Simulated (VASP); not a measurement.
BC7: single point with RPBE+D4

The system is BC7.

```
B C
1.0
     3.56149   -0.03283   -0.00155
    -0.03283    3.61712   -0.04929
    -0.00155   -0.04929    3.65514
B C
1 7
Direct
  0.99546 0.99957 0.99367
  0.99806 0.50151 0.50229
  0.50032 0.50207 0.00039
  0.49944 0.99790 0.49490
  0.74246 0.75474 0.25303
  0.75621 0.24871 0.74376
  0.25458 0.74895 0.75117
  0.24313 0.26358 0.25831
```

```
Program                : VASP 6.6.1
Task                   : single point
Functional             : RPBE
Dispersion             : D4
Potentials or basis    : VASP PAW PBE potentials, release 64 (B, C)
Cutoff                 : 520 eV
k mesh                 : 3 × 3 × 3
Occupations            : fermi-dirac, width 0.01 eV
Spin                   : no spin polarisation
Dipole correction      : no
Further INCAR settings : ALGO = Normal; EDIFF = 1e-06; NBANDS = 26
```

```yaml
Pressure: -2.7 GPa
Largest_force: 1.903 eV/Å
Dispersion_energy_per_atom: -0.534 eV
```

Forces in eV/Å, atoms in the order of the input:
```
B    0.129  0.374  0.821
C   -0.451  0.432 -0.049
C   -0.396 -0.177 -0.104
C   -0.585  0.844  0.761
C    0.465 -1.257  0.280
C   -1.453  1.133 -0.266
C    0.629 -0.567 -0.952
C    1.663 -0.784 -0.492
```

Stress tensor (GPa, compression positive):
```
 3.40  7.94  0.06
 7.94 -2.33 12.70
 0.06 12.70 -9.27
```

Levels at points of the mesh, in eV from the Fermi level:
| k point | band 13 | band 14 | band 15 | band 16 | band 17 | band 18 | band 19 | band 20 |
| --- | --- | --- | --- | --- | --- | --- | --- | --- |
| (0.00, 0.00, 0.00) | -4.13 | 1.23 | 1.37 | 1.86 | 4.98 | 5.13 | 5.68 | 5.82 |

Wall time 31 s on 1 thread of Intel Xeon 8259CL, with other jobs on the host, peak memory 0.12 GiB.

Caveat: the k points lie up to 0.59 Å⁻¹ apart; the PAW data sets were made with another functional, which shifts forces and pressure a little; pairwise dispersion overbinds metals, which lowers pressure and volume.
